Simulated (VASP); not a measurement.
Input of a VASP 6.6.1 run:

INCAR

```
  ALGO = Normal
  EDIFF = 1E-8
  ENCUT = 520
  GGA = PS
  ISIF = 2
  ISMEAR = -1
  LASPH = True
  LCHARG = False
  LEFG = True
  LREAL = False
  LWAVE = False
  NBANDS = 19
  NELM = 80
  PREC = Accurate
  SIGMA = 0.08
```

KPOINTS

```
k-points
0
Gamma
  13 13 7
```

The input POSCAR:

```
Ti
1.0
    2.9695348394      0.0000000000      0.0000000000
   -1.4847674197      2.5716926084      0.0000000000
    0.0000000000      0.0000000000      4.7170340170
Ti
2
Direct
    0.3333333333      0.6666666667      0.2500000000
    0.6666666667      0.3333333333      0.7500000000
```

Potentials or basis: VASP PAW PBE potentials, release 64 (Ti_sv).

Run with:

```bash
$ cat potpaw_PBE.64/Ti_sv/POTCAR > POTCAR
$ mpirun -np 1 vasp_std > vasp.out
```

Q: What does it give for the band gap on the k mesh?

A: Zero (band 12 reaches 8.59 eV, above the bottom of band 13 at 7.52 eV).

Q: Estimate the pressure.

A: -7.8 GPa.

Electric field gradients, principal values (V/Å²):
```tsv
atom	least	middle	greatest (by size)
1 Ti	-7.891	-7.892	15.783
2 Ti	-7.891	-7.892	15.783
```

Caveat: without QUAD_EFG the Cq values of the log hold for a quadrupole moment of 1 mb, not for the nuclei; the PAW data sets were made with another functional, which shifts forces and pressure a little.
